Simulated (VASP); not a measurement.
Here is a VASP 6.6.1 calculation.

Contents of INCAR:

```
SYSTEM = HfO2
PREC = Accurate
ENCUT = 520
EDIFF = 1E-6
ISMEAR = 0
SIGMA = 0.05
LREAL = .False.
LASPH = .True.
NELM = 100
ALGO = Normal
ISIF = 2
LWAVE = .False.
LCHARG = .True.
GGA = PE
LELF = .True.
LVHAR = .True.
NBANDS = 31
```

The input KPOINTS:

```
Automatic mesh
0
Gamma
  6 6 8
  0 0 0
```

The input POSCAR:

```
HfO2
1.0
    4.8812946518      0.0000000000      0.0000000000
    0.0000000000      4.8812946518      0.0000000000
    0.0000000000      0.0000000000      3.2380276120
Hf O
2 4
Direct
   -0.0499768723     -0.0499768723     -0.2130926856
    0.5000000000      0.5000000000      0.5000000000
    0.1948368017      0.8051631983      0.5000000000
    0.3051631983      0.3051631983      0.0000000000
    0.6948368017      0.6948368017      0.0000000000
    0.8051631983      0.1948368017      0.5000000000
```

Potentials or basis: VASP PAW PBE potentials, release 64 (Hf_pv, O).

Command:

```bash
$ cat potpaw_PBE.64/Hf_pv/POTCAR potpaw_PBE.64/O/POTCAR > POTCAR
$ mpirun -np 1 vasp_std > vasp.out
```

**Question.** What does it give for the largest force?

**Answer.** 14.979 eV/Å.

**Question.** Estimate the pressure.

**Answer.** 31.7 GPa.

**Question.** Estimate the band gap on the k mesh.

**Answer.** 3.07 eV (least direct gap 3.41 eV).

Stress tensor (GPa, compression positive):
```
 34.84 -18.52 -10.57
-18.52  34.84 -10.57
-10.57 -10.57  25.37
```

Caveat: the cell differs from its parent crystal (atom 1 (Hf) moved by -0.345 Å along [1 1 0] and -0.690 Å along [0 0 1]); the stress differs along the axes, from 25 to 35 GPa; spin-orbit coupling is left out, which moves the levels of the heavy elements; forces of over 1 eV/Å act on the atoms, so gaps and moduli don't describe the material at rest. A k mesh can miss the band edges.
